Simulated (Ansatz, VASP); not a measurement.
# PCS4 in VASP and in Ansatz

```
P C S
1.0
     3.02703    0.00000    0.00000
     0.00000    3.02703    0.00000
     0.00000    0.00000   10.03090
P C S
1 1 4
Direct
  0.00000 0.00000 0.00000
  0.50000 0.50000 0.50000
  0.50000 0.50000 0.14747
  0.00000 0.00000 0.60235
  0.00000 0.00000 0.39765
  0.50000 0.50000 0.85253
```

Change from the starting cell: species swapped into the Ti4CuAg type (P4/mmm, No. 123).

Alike in both runs: functional PBE; dispersion D3(BJ); k mesh 6 × 6 × 2; occupations gaussian, width 0.1 eV; no spin polarisation.

Ansatz relaxed the structure, and its values are those at the end. VASP's run is a single point on that final structure, the one shown.

|  | VASP | Ansatz |
| --- | --- | --- |
| version | VASP 6.6.1 | Ansatz 0.2.0 |
| potentials or method | VASP PAW PBE potentials, release 64 (P, C_h, S), cutoff 910 eV | scalar-relativistic, plane waves, PAW |
| valence electrons in the cell | 33 | 33 |

VASP gave:

```
gap on the k mesh at the Fermi level (eV) : none
rms of the force components (eV/Å)        : 0.048
```

Question: Which values does Ansatz return?

Answer: gap on the k mesh at the Fermi level (eV): none; rms of the force components (eV/Å): 0.002.

A gap of «none» marks a metal or a gap that the smearing closes. Ansatz's warnings: dispersion switch in reach, relaxed geometry near dispersion switch.

Noted on VASP's run: the cutoff is short for stress, so the pressure is rough.
